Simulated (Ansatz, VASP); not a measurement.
**ZrC in VASP and in Ansatz**

```
Zr C
1.0
     0.00000    2.39630    2.39630
     2.39630    0.00000    2.39630
     2.39630    2.39630    0.00000
Zr C
1 1
Direct
  0.50000 0.50000 0.50000
  0.00000 0.00000 0.00000
```

Change from the starting cell: volume scaled by 1.06.

Alike in both runs: task single point; functional PBE; k mesh 15 × 15 × 15; occupations fermi-dirac, width 0.05 eV; no spin polarisation.

```csv
,VASP,Ansatz
version,VASP 6.6.1,Ansatz 0.2.0
potentials or method,"VASP PAW PBE potentials, release 64 (Zr_sv, C), cutoff 520 eV","all-electron LAPW, scalar-relativistic"
```

|  | VASP | Ansatz | Ansatz less VASP |
| --- | --- | --- | --- |
| pressure (GPa) | -10.4 | -10.5 | -0.15 |

Ansatz ran all-electron here, and VASP with PAW potentials.
